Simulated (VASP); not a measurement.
# TiAl (P4/mmm) in VASP: a series of runs

TiAl is run at these levels: LDA; tasks: relaxation of cell and atoms.

Everything below comes from runs of VASP 6.6.1. Logs are shortened: lines on timing, memory, paths and dates and some standing lists are left out, and cuts for length are marked.

**1. The cell of the first run**

Symmetry: P4/mmm, No. 123, tetragonal system. The conventional cell has a = 2.769 Å, b = 2.769 Å, c = 3.991 Å, α = 90.00°, β = 90.00°, γ = 90.00°. Within 3.6 Å of Ti (site symmetry 4/mmm) lie 4 Ti at 2.77 Å and 8 Al at 2.80 Å. Within 3.6 Å of Al (site symmetry 4/mmm) lie 4 Al at 2.77 Å and 8 Ti at 2.80 Å.

**2. Relaxation of cell and atoms, LDA**

The input, INCAR:

```
PREC = Accurate
ENCUT = 600
EDIFF = 1E-6
ISMEAR = -1
SIGMA = 0.15
LREAL = False
LASPH = True
NELM = 100
ALGO = Fast
ISIF = 3
LWAVE = False
LCHARG = False
IBRION = 2
NSW = 80
EDIFFG = -0.001
```

The input, KPOINTS:

```
regular mesh
0
Gamma
  12 12 8
```

The input, POSCAR:

```
TiAl
1.0
    2.7689289546      0.0000000000      0.0000000000
    0.0000000000      2.7689289546      0.0000000000
    0.0000000000      0.0000000000      3.9911364204
Ti Al
1 1
Direct
    0.5000000000      0.5000000000      0.5000000000
    0.0000000000      0.0000000000      0.0000000000
```

Potentials or basis: VASP PAW LDA potentials, release 64 (Ti_sv, Al).

Launch:

```
$ cat potpaw_LDA.64/Ti_sv/POTCAR potpaw_LDA.64/Al/POTCAR > POTCAR
$ mpirun -np 1 vasp_std > vasp.out
```

OUTCAR:

```text
PREC = Accurate
   ENCUT = 600
   EDIFF = 1E-6
   ISMEAR = -1
   LREAL = False
   LASPH = True
   NELM = 100
   ISIF = 3
   IBRION = 2
   NSW = 80
   EDIFFG = -0.001

 ion  position               nearest neighbor table
   1  0.500  0.500  0.500-   2 2.80   2 2.80   2 2.80   2 2.80   2 2.80   2 2.80   2 2.80   2 2.80

   2  0.000  0.000  0.000-   1 2.80   1 2.80   1 2.80   1 2.80   1 2.80   1 2.80   1 2.80   1 2.80

  LATTYP: Found a simple tetragonal cell.
 ALAT       =     2.7689289546
 C/A-ratio  =     1.4414008036

  Lattice vectors:

 A1 = (   2.7689289546,   0.0000000000,   0.0000000000)
 A2 = (   0.0000000000,   2.7689289546,   0.0000000000)
 A3 = (   0.0000000000,   0.0000000000,   3.9911364204)

Analysis of symmetry for initial positions (statically):
=====================================================================
 Subroutine PRICEL returns:
 Original cell was already a primitive cell.

 Routine SETGRP: Setting up the symmetry group for a
 simple tetragonal supercell.

 Subroutine GETGRP returns: Found 16 space group operations
 (whereof 16 operations were pure point group operations)
 out of a pool of 16 trial point group operations.

The static configuration has the point symmetry D_4h.

Analysis of symmetry for dynamics (positions and initial velocities):
=====================================================================
 Subroutine PRICEL returns:
 Original cell was already a primitive cell.

 Routine SETGRP: Setting up the symmetry group for a
 simple tetragonal supercell.

 Subroutine GETGRP returns: Found 16 space group operations
 (whereof 16 operations were pure point group operations)
 out of a pool of 16 trial point group operations.

The dynamic configuration has the point symmetry D_4h.

 Subroutine INISYM returns: Found 16 space group operations
 (whereof 16 operations are pure point group operations),
 and found     1 'primitive' translations

----------------------------------------------------------------------------------------

                                     Primitive cell

  volume of cell :      30.5999

  direct lattice vectors                    reciprocal lattice vectors
     2.768928955  0.000000000  0.000000000     0.361150472  0.000000000  0.000000000
     0.000000000  2.768928955  0.000000000     0.000000000  0.361150472  0.000000000
     0.000000000  0.000000000  3.991136420     0.000000000  0.000000000  0.250555204

  length of vectors
     2.768928955  2.768928955  3.991136420     0.361150472  0.361150472  0.250555204

  position of ions in fractional coordinates (direct lattice)
     0.500000000  0.500000000  0.500000000
     0.000000000  0.000000000  0.000000000

  ion indices of the primitive-cell ions
   primitive index   ion index
                 1           1
                 2           2

----------------------------------------------------------------------------------------

 KPOINTS: regular mesh

Automatic generation of k-mesh.
 Grid dimensions read from file:
 generate k-points for:   12   12    8

 Generating k-lattice:

  Cartesian coordinates                     Fractional coordinates (reciprocal lattice)
     0.030095873  0.000000000  0.000000000     0.083333333  0.000000000  0.000000000
     0.000000000  0.030095873  0.000000000     0.000000000  0.083333333  0.000000000
     0.000000000  0.000000000  0.031319400     0.000000000  0.000000000  0.125000000

  Length of vectors
     0.030095873  0.030095873  0.031319400

  Shift w.r.t. Gamma in fractional coordinates (k-lattice)
     0.000000000  0.000000000  0.000000000

 Subroutine IBZKPT returns following result:
 ===========================================

 Found    140 irreducible k-points:

 Following reciprocal coordinates:
            Coordinates               Weight
  0.000000  0.000000  0.000000      1.000000
  0.083333  0.000000  0.000000      4.000000
  0.166667  0.000000  0.000000      4.000000
  0.250000  0.000000  0.000000      4.000000
  0.333333  0.000000  0.000000      4.000000
  0.416667  0.000000  0.000000      4.000000
[... 16 lines left out ...]
  0.333333  0.333333  0.000000      4.000000
  0.416667  0.333333  0.000000      8.000000
 [... further k-points ...]
   k-points           NKPTS =    140   k-points in BZ     NKDIM =    140   number of bands    NBANDS=     11
   number of dos      NEDOS =    301   number of ions     NIONS =      2
   total plane-waves  NPLWV =  18432
   dimension x,y,z NGX =    24 NGY =   24 NGZ =   32
   dimension x,y,z NGXF=    48 NGYF=   48 NGZF=   64
   ions per type =               1   1
   NGX,Y,Z   is equivalent  to a cutoff of  14.41, 14.41, 13.33 a.u.
   NGXF,Y,Z  is equivalent  to a cutoff of  28.82, 28.82, 26.66 a.u.
 SYSTEM =  unknown system
   PREC   = accura    normal or accurate (medium, high low for compatibility)
   ISTART =      0    job   : 0-new  1-cont  2-samecut
   ICHARG =      2    charge: 1-file 2-atom 10-const
   ISPIN  =      1    spin polarized calculation?
   LNONCOLLINEAR =      F non collinear calculations
   LSORBIT =      F    spin-orbit coupling
   LASPH  =      T    aspherical Exc in radial PAW
   ENCUT  =  600.0 eV  44.10 Ry    6.64 a.u.   5.53  5.53  7.97*2*pi/ulx,y,z
   NELM   =    100;   NELMIN=  2; NELMDL= -5     # of ELM steps
   EDIFF  = 0.1E-05   stopping-criterion for ELM
   LREAL  =      F    real-space projection
   EDIFFG = -.1E-02   stopping-criterion for IOM
   NSW    =     80    number of steps for IOM
   IBRION =      2    ionic relax: 0-MD 1-quasi-New 2-CG
   NFREE  =      1    steps in history (QN), initial steepest desc. (CG)
   ISIF   =      3    stress and relaxation
   ISYM   =      2    0-nonsym 1-usesym 2-fastsym
   POTIM  = 0.5000    time-step for ionic-motion
   TEBEG  =    0.0;   TEEND  =   0.0 temperature during run
   PSTRESS=    0.0 pullay stress
   NELECT =      15.0000    total number of electrons
   NUPDOWN=      -1.0000    fix difference up-down
   EMIN   =  10.00;   EMAX   =-10.00  energy-range for DOS
   EFERMI =   0.00;   METHOD = LEGACY
   ISMEAR =    -1;   SIGMA  =   0.15  broadening in eV -4-tet -1-fermi 0-gaus
   EFERMI_NEDOS =   21; number of points for ismear=-14 and -15
   IALGO  =     68    algorithm
   IMIX   =      4    mixing-type and parameters
     AMIX     =   0.40;   BMIX     =  1.00
     AMIX_MAG =   1.60;   BMIX_MAG =  1.00
  volume/ion in A,a.u.               =      15.30       103.25
  Fermi-wavevector in a.u.,A,eV,Ry     =   1.290819  2.439293 22.670196  1.666212
  Thomas-Fermi vector in A             =   2.422627
   LORBIT       =      0    0 simple, 1 ext, 2 COOP (PROOUT), +10 PAW based schemes
   GGA     = CA    functional components
   LHFCALC =     F    Hartree Fock is set to
   AEXX    =    0.0000 exact exchange contribution
   IVDW    =     0    specifies the selected vdW correction
   LEPSILON=     F    determine dielectric tensor
   LRPA    =     F    only Hartree local field effects (RPA)
 conjugate gradient relaxation of ions
 non-spin polarized calculation
 RMM-DIIS sequential band-by-band and
  energy-cutoff  :      600.00
  volume of cell :       30.60
 maximum number of plane-waves:      1039
 NGX is ok and might be reduce to    24
   NGX = 11   NGY = 11   NGZ = 15

--------------------------------------- Ionic step        1  -------------------------------------------

 number of electron      14.9999999 magnetization

 Free energy of the ion-electron system (eV)
  ---------------------------------------------------
  ext. energy  EPLUGINS =         0.00000000
  ---------------------------------------------------
  free energy    TOTEN  =       -13.65110687 eV

  energy without entropy =      -13.52484806  energy(sigma->0) =      -13.58797746

------------------------ aborting loop because EDIFF is reached ----------------------------------------

  FORCE on cell =-STRESS in cart. coord.  units (eV):
  Direction    XX          YY          ZZ          XY          YZ          ZX
  --------------------------------------------------------------------------------------
  -------------------------------------------------------------------------------------
  Total        0.0679812      0.0679812      0.0987808      0.0000000      0.0000000      0.0000000
  in kB        3.5594210      3.5594210      5.1720543      0.0000000      0.0000000      0.0000000
  external PRESSURE =       4.0969654 kB  Pullay stress =       0.0000000 kB
[... 89 lines left out ...]
  FREE ENERGIE OF THE ION-ELECTRON SYSTEM (eV)
  ---------------------------------------------------
  free  energy   TOTEN  =       -13.6512305513 eV

  energy  without entropy=      -13.5246663945  energy(sigma->0) =      -13.58794847

[... ionic steps 4 to 16 ...]

--------------------------------------- Ionic step       17  -------------------------------------------

 number of electron      14.9999999 magnetization

------------------------ aborting loop because EDIFF is reached ----------------------------------------
[... 67 lines left out ...]
--------------------------------------- Ionic step       19  -------------------------------------------

 number of electron      14.9999999 magnetization

 Free energy of the ion-electron system (eV)
  ---------------------------------------------------
  ext. energy  EPLUGINS =         0.00000000
  ---------------------------------------------------
  free energy    TOTEN  =       -13.65124311 eV

  energy without entropy =      -13.52462627  energy(sigma->0) =      -13.58793469

 E-fermi :   8.6899     XC(G=0): -11.5070

 val. band max:        8.6883711117   @ k =   0.3333   0.2500   0.1250
 cond. band min:       8.7087494243   @ k =   0.1667   0.0833   0.2500
 fundamental gap:      0.0203783126
 Fermi energy:         8.6899408741

 k-point     1 :       0.0000    0.0000    0.0000
  band No.  band energies     occupation
      1     -47.1437      2.00000
      2     -23.9172      2.00000
      3     -23.4434      2.00000
      4     -23.4434      2.00000
      5      -0.5538      2.00000
      6       6.6921      2.00000
      7       7.7393      1.99647
      8       8.4201      1.71611
      9      10.9467      0.00000
     10      10.9467      0.00000
     11      12.1238      0.00000
[... 309 lines left out ...]
 k-point    24 :       0.4167    0.3333    0.0000
  band No.  band energies     occupation
      1     -47.0165      2.00000
      2     -23.9299      2.00000
      3     -23.8144      2.00000
      4     -23.7975      2.00000
      5       4.4082      2.00000
      6       6.6086      2.00000
      7       7.9336      1.98716
      8       8.5442      1.45082
      9       8.8498      0.51255
     10       9.9604      0.00042
     11      12.6551      0.00000

 [... further k-points ...]

------------------------ aborting loop because EDIFF is reached ----------------------------------------

  FORCE on cell =-STRESS in cart. coord.  units (eV):
  Direction    XX          YY          ZZ          XY          YZ          ZX
  --------------------------------------------------------------------------------------
  -------------------------------------------------------------------------------------
  Total       -0.0018519     -0.0018519     -0.0002084      0.0000000      0.0000000      0.0000000
  in kB       -0.0966777     -0.0966777     -0.0108798      0.0000000      0.0000000      0.0000000
  external PRESSURE =      -0.0680784 kB  Pullay stress =       0.0000000 kB
[... 17 lines left out ...]
  FREE ENERGIE OF THE ION-ELECTRON SYSTEM (eV)
  ---------------------------------------------------
  free  energy   TOTEN  =       -13.6512431067 eV

  energy  without entropy=      -13.5246262704  energy(sigma->0) =      -13.58793469

 reached required accuracy - stopping structural energy minimisation
```

Run time: 9.3 min. Hardware: 1 thread of Intel Xeon 8259CL, shared host; peak memory 0.2 GiB.

What came out:

* Free energy: -13.6512 eV
* Relaxed volume: 15.35 Å³/atom
* Relaxed cell: a = 2.770 Å, b = 2.770 Å, c = 4.000 Å, α = 90.00°, β = 90.00°, γ = 90.00°
* Space group after relaxing (to 0.1 Å): P4/mmm (No. 123)
* Energy gained by relaxing: 0.1 meV/atom
* Ionic steps: 19
* Pressure after relaxing: 0.0 GPa
* Band gap on the k mesh: zero (an odd number of electrons rules out a gap without spin polarisation)

Step by step:
```
step  energy change (eV)  largest force (eV/Å)  pressure (GPa)  volume (Å³)
   1              0.0000                0.0000            0.41        30.60
   2              0.0000                0.0000           -0.20        30.77
   3             -0.0001                0.0000            0.05        30.69
   4             -0.0001                0.0000           -0.02        30.71
   5             -0.0001                0.0000           -0.05        30.71
   6             -0.0001                0.0000           -0.05        30.70
   7             -0.0001                0.0000           -0.03        30.69
   8             -0.0001                0.0000            0.00        30.69
   9             -0.0001                0.0000            0.00        30.69
  10             -0.0001                0.0000            0.04        30.69
  11             -0.0001                0.0000            0.04        30.69
  12             -0.0001                0.0000            0.03        30.69
  13             -0.0001                0.0000            0.04        30.69
  14             -0.0001                0.0000           -0.01        30.71
  15             -0.0001                0.0000            0.00        30.71
  16             -0.0001                0.0000           -0.03        30.70
  17             -0.0001                0.0000           -0.05        30.70
  18             -0.0001                0.0000           -0.02        30.69
  19             -0.0001                0.0000           -0.01        30.69
```

Final structure:
```xyz
2
Lattice="2.7699 0.0000 0.0000 0.0000 2.7699 0.0000 0.0000 0.0000 4.0002" Properties=species:S:1:pos:R:3 pbc="T T T"
Ti    1.3849    1.3849    2.0001
Al    0.0000    0.0000    0.0000
```

**3. Relaxation of cell and atoms, LDA**

This run uses another cell than the first one, of 16.06 Å³/atom.

The input, INCAR:

```
SYSTEM = TiAl
PREC = Accurate
ENCUT = 600
EDIFF = 1E-7
ISMEAR = 0
SIGMA = 0.1
LREAL = .FALSE.
LASPH = .TRUE.
NELM = 80
ALGO = Fast
ISIF = 3
LWAVE = .FALSE.
LCHARG = .FALSE.
GGA = CA
IBRION = 2
NSW = 100
EDIFFG = -0.002
```

The input, KPOINTS:

```
Automatic mesh
0
G
  12 12 8
  0 0 0
```

The input, POSCAR:

```
TiAl
1.0
    2.8107518100      0.0000000000      0.0000000000
    0.0000000000      2.8107518100      0.0000000000
    0.0000000000      0.0000000000      4.0664219200
Ti Al
1 1
Direct
    0.5000000000      0.5000000000      0.5000000000
    0.0000000000      0.0000000000      0.0000000000
```

Potentials or basis: VASP PAW LDA potentials, release 64 (Ti_sv, Al).

Launch:

```
$ cat potpaw_LDA.64/Ti_sv/POTCAR potpaw_LDA.64/Al/POTCAR > POTCAR
$ mpirun -np 1 vasp_std > vasp.out
```

Wall time 15 min (1 thread of Intel Xeon 8259CL, shared host); peak memory 0.21 GiB.

The run converged. Its results:

- Free energy: -13.5919 eV
- Relaxed volume: 15.32 Å³/atom
- Relaxed cell: a = 2.769 Å, b = 2.769 Å, c = 3.994 Å, α = 90.00°, β = 90.00°, γ = 90.00°
- Space group after relaxing (to 0.1 Å): P4/mmm (No. 123)
- Energy gained by relaxing: 13.3 meV/atom
- Ionic steps: 13
- Pressure after relaxing: 0.0 GPa
- Band gap on the k mesh: zero (an odd number of electrons rules out a gap without spin polarisation)

The path:
| step | energy change (eV) | largest force (eV/Å) | pressure (GPa) | volume (Å³) |
| --- | --- | --- | --- | --- |
| 1 | 0.0000 | 0.0000 | -5.51 | 32.13 |
| 2 | -0.0127 | 0.0000 | 4.56 | 29.63 |
| 3 | -0.0267 | 0.0000 | -0.01 | 30.64 |
| 4 | -0.0266 | 0.0000 | 0.12 | 30.61 |
| 5 | -0.0267 | 0.0000 | -0.08 | 30.66 |
| 6 | -0.0267 | 0.0000 | -0.07 | 30.65 |
| 7 | -0.0267 | 0.0000 | -0.05 | 30.65 |
| 8 | -0.0267 | 0.0000 | -0.02 | 30.64 |
| 9 | -0.0267 | 0.0000 | 0.02 | 30.63 |
| 10 | -0.0267 | 0.0000 | 0.02 | 30.63 |
| 11 | -0.0267 | 0.0000 | 0.03 | 30.63 |
| 12 | -0.0267 | 0.0000 | 0.03 | 30.64 |
| 13 | -0.0267 | 0.0000 | 0.00 | 30.63 |

Final structure:
```xyz
2
Lattice="2.7693 0.0000 0.0000 0.0000 2.7693 0.0000 0.0000 0.0000 3.9944" Properties=species:S:1:pos:R:3 pbc="T T T"
Ti    1.3847    1.3847    1.9972
Al    0.0000    0.0000    0.0000
```

Levels at points of the mesh, in eV from the Fermi level:
| k point | band 6 | band 7 | band 8 | band 9 | band 10 | band 11 |
| --- | --- | --- | --- | --- | --- | --- |
| (0.00, 0.00, 0.00) | -1.96 | -0.91 | -0.22 | 2.28 | 2.28 | 3.47 |
| (0.50, 0.00, 0.00) | -4.51 | -1.81 | -0.28 | 1.78 | 2.68 | 4.67 |
| (0.50, 0.50, 0.00) | -0.45 | -0.35 | -0.35 | -0.27 | -0.27 | 4.56 |
| (0.00, 0.00, 0.50) | -5.30 | -0.73 | 0.63 | 1.91 | 1.91 | 3.49 |
| (0.50, 0.00, 0.50) | -2.93 | -1.19 | -0.99 | 1.43 | 1.83 | 2.43 |
| (0.50, 0.50, 0.50) | -2.37 | -2.37 | 2.07 | 2.25 | 2.83 | 4.50 |

**4. Relaxation of cell and atoms, LDA**

The input, INCAR:

```
PREC = Accurate
ENCUT = 600
EDIFF = 1E-6
ISMEAR = -1
SIGMA = 0.15
LREAL = False
LASPH = True
NELM = 100
ALGO = Fast
ISIF = 3
LWAVE = False
LCHARG = False
IBRION = 2
NSW = 80
EDIFFG = -0.001
```

The input, KPOINTS:

```
regular mesh
0
Gamma
  12 12 8
```

The input, POSCAR:

```
TiAl
1.0
    2.7689289545      0.0000000000      0.0000000000
    0.0000000000      2.7689289545      0.0000000000
    0.0000000000      0.0000000000      3.9911364215
Ti Al
1 1
Direct
    0.5000000000      0.5000000000      0.5000000000
    0.0000000000      0.0000000000      0.0000000000
```

Launch:

```
$ cat potpaw_LDA.64/Ti_sv/POTCAR potpaw_LDA.64/Al/POTCAR > POTCAR
$ mpirun -np 1 vasp_std > vasp.out
```

Run time: 5.1 min. Hardware: 1 thread of AMD EPYC 9R45 (Zen 5), shared host; peak memory 0.17 GiB.

The run converged. Its results:

| Item | Value |
| --- | --- |
| Free energy | -13.6512 eV |
| Relaxed volume | 15.35 Å³/atom |
| Relaxed cell | a = 2.770 Å, b = 2.770 Å, c = 4.001 Å, α = 90.00°, β = 90.00°, γ = 90.00° |
| Space group after relaxing (to 0.1 Å) | P4/mmm (No. 123) |
| Energy gained by relaxing | 0.1 meV/atom |
| Ionic steps | 27 |
| Pressure after relaxing | 0.0 GPa |
| Band gap on the k mesh | zero (an odd number of electrons rules out a gap without spin polarisation) |

Step by step:
| step | energy change (eV) | largest force (eV/Å) | pressure (GPa) | volume (Å³) |
| --- | --- | --- | --- | --- |
| 1 | 0.0000 | 0.0000 | 0.41 | 30.60 |
| 2 | 0.0000 | 0.0000 | -0.20 | 30.77 |
| 3 | -0.0001 | 0.0000 | 0.02 | 30.69 |
| 4 | -0.0001 | 0.0000 | 0.01 | 30.70 |
| 5 | -0.0001 | 0.0000 | -0.04 | 30.71 |
| 6 | -0.0001 | 0.0000 | -0.07 | 30.71 |
| 7 | -0.0001 | 0.0000 | -0.06 | 30.70 |
| 8 | -0.0001 | 0.0000 | -0.01 | 30.68 |
| 9 | -0.0001 | 0.0000 | -0.14 | 30.65 |
| 10 | 0.0000 | 0.0000 | 0.41 | 30.60 |
| 11 | -0.0001 | 0.0000 | 0.20 | 30.64 |
| 12 | -0.0001 | 0.0000 | 0.23 | 30.65 |
| 13 | -0.0001 | 0.0000 | 0.19 | 30.65 |
| 14 | -0.0001 | 0.0000 | 0.18 | 30.65 |
| 15 | -0.0001 | 0.0000 | 0.14 | 30.67 |
| 16 | -0.0001 | 0.0000 | -0.09 | 30.72 |
| 17 | -0.0001 | 0.0000 | -0.08 | 30.70 |
| 18 | -0.0001 | 0.0000 | -0.01 | 30.69 |
| 19 | -0.0001 | 0.0000 | 0.03 | 30.68 |
| 20 | -0.0001 | 0.0000 | 0.00 | 30.68 |
| 21 | -0.0001 | 0.0000 | 0.05 | 30.68 |
| 22 | -0.0001 | 0.0000 | 0.00 | 30.69 |
| 23 | -0.0001 | 0.0000 | 0.03 | 30.69 |
| 24 | -0.0001 | 0.0000 | 0.02 | 30.69 |
| 25 | -0.0001 | 0.0000 | 0.00 | 30.69 |
| 26 | -0.0001 | 0.0000 | 0.02 | 30.69 |
| 27 | -0.0001 | 0.0000 | 0.00 | 30.70 |

Final structure:
```
Ti Al
1.0
     2.77019    0.00000    0.00000
     0.00000    2.77019    0.00000
     0.00000    0.00000    4.00068
Ti Al
1 1
Direct
  0.50000 0.50000 0.50000
  0.00000 0.00000 0.00000
```

Levels at points of the mesh, in eV from the Fermi level:
```
           k point  band 4  band 5  band 6  band 7  band 8  band 9  band 10  band 11
(0.00, 0.00, 0.00)  -32.13   -9.24   -2.00   -0.95   -0.27    2.26     2.26     3.43
(0.50, 0.00, 0.00)  -32.08   -4.65   -4.55   -1.84   -0.31    1.74     2.65     4.63
(0.50, 0.50, 0.00)  -32.47   -3.38   -0.47   -0.39   -0.39   -0.30    -0.30     4.51
(0.00, 0.00, 0.50)  -32.13   -7.69   -5.34   -0.77    0.60    1.88     1.88     3.45
(0.50, 0.00, 0.50)  -32.08   -5.07   -2.97   -1.23   -1.03    1.39     1.79     2.40
(0.50, 0.50, 0.50)  -32.48   -2.73   -2.39   -2.39    2.02    2.22     2.80     4.45
```
